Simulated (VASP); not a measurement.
Crystal: Sr2NbH4.

```
Sr Nb H
1.0
     0.00000    4.01632    4.24980
     3.45807    0.00000    4.24980
     3.45807    4.01632    0.00000
Sr Nb H
2 1 4
Direct
  0.50000 0.50000 0.00000
  0.00000 0.00000 0.50000
  0.50000 0.50000 0.50000
  0.75899 0.57434 0.42566
  0.42566 0.24101 0.75899
  0.57434 0.75899 0.24101
  0.24101 0.42566 0.57434
```

The cell was built from a structure type or drawn by symmetry, and may not be a known phase.

- Program: VASP 6.6.1
- Task: relaxation of cell and atoms
- Functional: PBE
- Potentials or basis: VASP PAW PBE potentials, release 64 (Sr_sv, Nb_sv, H)
- Cutoff: 600 eV
- k mesh: 4 × 4 × 4
- Occupations: gaussian, width 0.1 eV
- Spin: no spin polarisation

At the start: pressure 20.7 GPa; volume 16.86 Å³/atom.

Q: How do energy, volume and symmetry change on relaxing?

A: Over 28 steps the energy falls by 800.8 meV/atom and the volume is 17.71 Å³/atom (+5.0 %); space group Fmmm (No. 69, to 0.1 Å) before and after.

Step by step:
| step | energy change (eV) | largest force (eV/Å) | pressure (GPa) | volume (Å³) |
| --- | --- | --- | --- | --- |
| 1 | 0.0000 | 4.4107 | 20.73 | 118.05 |
| 2 | -3.0895 | 1.0316 | -0.34 | 159.31 |
| 3 | -3.1498 | 0.8525 | 1.45 | 152.11 |
| 4 | -3.8898 | 0.7366 | -0.42 | 160.71 |
| 5 | -4.3715 | 0.5786 | -2.49 | 171.60 |
| 6 | -4.4213 | 0.5449 | -2.99 | 174.90 |
| 7 | -4.7627 | 0.7484 | -1.74 | 162.35 |
| 8 | -5.0262 | 1.3142 | 0.81 | 145.02 |
| 9 | -5.0430 | 1.6108 | 2.47 | 136.92 |
| 10 | -5.1904 | 1.3996 | 2.41 | 133.93 |
| 11 | -5.4442 | 0.7527 | 2.56 | 125.05 |
| 12 | -5.4504 | 0.5914 | 2.76 | 122.43 |
| 13 | -5.5118 | 0.4496 | 1.62 | 125.44 |
| 14 | -5.5616 | 0.1295 | -0.74 | 132.96 |
| 15 | -5.5627 | 0.1673 | -0.47 | 132.00 |
| 16 | -5.5695 | 0.1464 | -0.39 | 131.55 |
| 17 | -5.5811 | 0.0900 | -0.12 | 130.19 |
| 18 | -5.5820 | 0.0751 | -0.02 | 129.67 |
| 19 | -5.5849 | 0.0683 | -0.04 | 129.44 |
| 20 | -5.5901 | 0.0529 | -0.10 | 128.73 |
| 21 | -5.5908 | 0.0496 | -0.13 | 128.38 |
| 22 | -5.5945 | 0.0506 | -0.08 | 127.52 |
| 23 | -5.6013 | 0.0522 | 0.11 | 124.93 |
| 24 | -5.5907 | 0.0442 | 0.61 | 119.79 |
| 25 | -5.6019 | 0.0505 | 0.21 | 123.94 |
| 26 | -5.6042 | 0.0525 | -0.20 | 124.61 |
| 27 | -5.6042 | 0.0497 | -0.15 | 124.52 |
| 28 | -5.6053 | 0.0265 | 0.07 | 123.95 |

Final structure:
```
Sr Nb H
1.0
     0.00000    5.02980    3.31326
     3.71888    0.00000    3.31326
     3.71888    5.02980    0.00000
Sr Nb H
2 1 4
Cartesian
  1.8594 2.5149 3.3133
  1.8594 2.5149 0.0000
  3.7189 5.0298 3.3133
  3.7189 6.4620 4.6491
  3.7189 6.4620 1.9775
  3.7189 3.5976 4.6491
  3.7189 3.5976 1.9775
```

Caveat: a cell axis changed by over 15 % at a fixed basis, so the end point is rough.
